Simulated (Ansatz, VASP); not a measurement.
**One calculation of BaTiO3, two programs**

File INCAR:

```
SYSTEM = BaTiO3
PREC = Accurate
ENCUT = 520
EDIFF = 1E-6
ISMEAR = -1
SIGMA = 0.05
LREAL = .False.
LASPH = .True.
NELM = 60
ALGO = Normal
ISIF = 2
LWAVE = .False.
LCHARG = .True.
GGA = PE
LELF = .True.
LVHAR = .True.
NBANDS = 28
```

File KPOINTS:

```
regular mesh
0
Gamma
  5 5 5
  0 0 0
```

POSCAR

```
BaTiO3
1.0
    2.8273666084      1.6323808724      2.3183934932
   -2.8273666084      1.6323808724      2.3183934932
    0.0000000000     -3.2647617449      2.3183934932
Ba Ti O
1 1 3
Direct
    0.0000000000      0.0000000000      0.0000000000
    0.4845000000      0.4845000000      0.4845000000
    0.5086000000      0.0175000000      0.5086000000
    0.0175000000      0.5086000000      0.5086000000
    0.5086000000      0.5086000000      0.0175000000
```

The input input.yaml:

```yaml
crystal:
  lattice:
    - [2.8273666084, 1.6323808724, 2.3183934932]
    - [-2.8273666084, 1.6323808724, 2.3183934932]
    - [0.0, -3.2647617449, 2.3183934932]
  atoms:
    - { symbol: Ba, position: [0.0, 0.0, 0.0] }
    - { symbol: Ti, position: [0.4845, 0.4845, 0.4845] }
    - { symbol: O, position: [0.5086, 0.0175, 0.5086] }
    - { symbol: O, position: [0.0175, 0.5086, 0.5086] }
    - { symbol: O, position: [0.5086, 0.5086, 0.0175] }
hamiltonian:
  xc: pbe
  pseudopotentials: { kind: paw }
kpoints:
  mp_grid: { grid: [5, 5, 5] }
scf:
  occupations: { method: fermi_dirac, width: 0.05 }
output:
  forces: true
  stress: true
  eigenvalues: true
```

Alike in both runs: task single point; functional PBE; k mesh 5 × 5 × 5; occupations fermi-dirac, width 0.05 eV; no spin polarisation.

|  | VASP | Ansatz |
| --- | --- | --- |
| version | VASP 6.6.1 | Ansatz 0.2.0 |
| potentials or method | VASP PAW PBE potentials, release 64 (Ba_sv, Ti_sv, O) | Ansatz PAW |
| plane-wave cutoff (eV) | 520 | 420 |
| valence electrons in the cell | 40 | 40 |

Ansatz gave:

- gap on the k mesh at the Fermi level (eV): 2.55
- least direct gap on the mesh (eV): 2.79
- pressure (GPa): 5.0
- traceless stress, the component that is largest in VASP (GPa): -0.13
- rms of the force components (eV/Å): 0.074

Q: Which values does VASP return?

A: gap on the k mesh at the Fermi level (eV): 2.49; least direct gap on the mesh (eV): 2.78; pressure (GPa): 6.8; traceless stress, the component that is largest in VASP (GPa): -0.18; rms of the force components (eV/Å): 0.094.

Atom by atom the forces differ by 0.029 eV/Å (rms over components).

Neither program's run includes spin-orbit coupling. Noted on Ansatz's run: odd divisions of the mesh miss points on the zone boundary, where band edges often lie, so the gap on the mesh can be too wide.
